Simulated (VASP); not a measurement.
A run of VASP 6.6.1 is set up as follows.

The input POSCAR:

```
InAs
1.0
    0.0000000000      3.0237350231      3.0237350231
    3.0237350231      0.0000000000      3.0237350231
    3.0237350231      3.0237350231      0.0000000000
In As
1 1
Direct
    0.0000000000      0.0000000000      0.0000000000
    0.2500000000      0.2500000000      0.2500000000
```

INCAR.step1

```
SYSTEM = InAs
PREC = Accurate
ENCUT = 520
ISMEAR = -1
SIGMA = 0.02
LREAL = .FALSE.
LASPH = .TRUE.
NELM = 80
NBANDS = 16
GGA = PE
ALGO = Normal
EDIFF = 1E-4
LWAVE = .TRUE.
LCHARG = .FALSE.
```

Contents of INCAR.step2:

```
SYSTEM = InAs
PREC = Accurate
ENCUT = 520
EDIFF = 1E-6
ISMEAR = -1
SIGMA = 0.02
LREAL = .FALSE.
LASPH = .TRUE.
NELM = 80
ALGO = Normal
ISIF = 2
LWAVE = .FALSE.
LCHARG = .FALSE.
METAGGA = R2SCAN
LMIXTAU = .TRUE.
NBANDS = 16
ISTART = 1
```

KPOINTS

```
Automatic mesh
0
G
  6 6 6
  0 0 0
```

Potentials or basis: VASP PAW PBE potentials, release 64 (In_d, As).

Command:

```bash
$ cat potpaw_PBE.64/In_d/POTCAR potpaw_PBE.64/As/POTCAR > POTCAR
$ cp INCAR.step1 INCAR
$ mpirun -np 1 vasp_std > vasp.out
$ cp INCAR.step2 INCAR
$ mpirun -np 1 vasp_std > vasp.out
```

Q: What does it give for the pressure?

A: 1.9 GPa.

Q: What does it give for the band gap on the k mesh?

A: 0.25 eV.

Caveat: the PAW data sets were made with another functional, which shifts forces and pressure a little; spin-orbit coupling is left out, which moves the levels of the heavy elements.
